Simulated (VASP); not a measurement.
Write the native input for VASP 6.6.1 that does the following.

```
Task                   : relaxation of the atoms
Functional             : PBE
Potentials or basis    : VASP PAW PBE potentials, release 64 (Si, O)
Cutoff                 : 520 eV
k mesh                 : 7 × 7 × 11
Occupations            : fermi-dirac, width 0.02 eV
Spin                   : no spin polarisation
Dipole correction      : no
Further INCAR settings : ALGO = Normal; EDIFF = 1e-07; IBRION = 2; EDIFFG = -0.02; NSW = 80
```

The structure of SiO2 (Stishovite) lies in POSCAR:

```
SiO2
1.0
    4.0816414392      0.0000000000      0.0000000000
    0.0000000000      4.0816414392      0.0000000000
    0.0000000000      0.0000000000      2.6101071867
Si O
2 4
Direct
    0.0000000000      0.0000000000      0.0000000000
    0.5000000000      0.5000000000      0.5000000000
    0.3052551835      0.3052551835      0.0000000000
    0.1947448165      0.8052551835      0.5000000000
    0.6947448165      0.6947448165      0.0000000000
    0.8052551835      0.1947448165      0.5000000000
```

This cell differs from its parent crystal: volume scaled by 0.94.

The input as run:

INCAR

```
SYSTEM = SiO2
PREC = Accurate ; ENCUT = 520
EDIFF = 1E-7 ; ISMEAR = -1
SIGMA = 0.02 ; LREAL = .FALSE.
LASPH = .TRUE. ; NELM = 80
ALGO = Normal ; ISIF = 2
LWAVE = .FALSE. ; LCHARG = .FALSE.
GGA = PE ; IBRION = 2
NSW = 80 ; EDIFFG = -0.02
```

KPOINTS

```
Automatic mesh
0
G
  7 7 11
  0 0 0
```

Potentials or basis: VASP PAW PBE potentials, release 64 (Si, O).

Command:

```console
$ cat potpaw_PBE.64/Si/POTCAR potpaw_PBE.64/O/POTCAR > POTCAR
$ mpirun -np 1 vasp_std > vasp.out
```

It gave:

| Quantity | Value |
| --- | --- |
| Energy gained by relaxing | 1.7 meV/atom |
| Ionic steps | 3 |
| Pressure after relaxing | 36.5 GPa |
| Band gap on the k mesh | 6.77 eV, direct |

Run time: 2.5 min on 1 thread of AMD EPYC 7R13, with other jobs on the host, peak memory 0.14 GiB.
